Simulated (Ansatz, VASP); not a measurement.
# WS2: VASP beside Ansatz

```xyz
6
Lattice="3.1800 0.0000 0.0000 -1.5900 2.7540 0.0000 0.0000 0.0000 12.5000" Properties=species:S:1:pos:R:3 pbc="T T T"
W     0.0000    1.8360    3.1250
W     1.5900    0.9180    9.3750
S     0.0000    1.8360    7.8125
S     1.5900    0.9180    1.5625
S     0.0000    1.8360   10.9375
S     1.5900    0.9180    4.6875
```

Alike in both runs: task relaxation of cell and atoms; functional PBE; dispersion D3(BJ); k mesh 12 × 12 × 3; no spin polarisation.

|  | VASP | Ansatz |
| --- | --- | --- |
| version | VASP 6.6.1 | Ansatz 0.2.0 |
| potentials or method | VASP PAW PBE potentials, release 64 (W_sv, S) | scalar-relativistic, plane waves, PAW |
| plane-wave cutoff (eV) | 600 | 420 |
| occupations | gaussian, width 0.01 eV | fixed |
| valence electrons in the cell | 52 | 52 |

Ansatz gave:

* gap on the k mesh at the Fermi level, each at its own relaxed structure (eV): 0.89
* relaxed volume (Å³/atom): 17.43
* relaxed cell length with the largest relative difference (Å): 3.154

Task: Estimate VASP's values.

Result: gap on the k mesh at the Fermi level, each at its own relaxed structure (eV): 0.91; relaxed volume (Å³/atom): 17.43; relaxed cell length with the largest relative difference (Å): 3.154.

Neither program's run includes spin-orbit coupling.
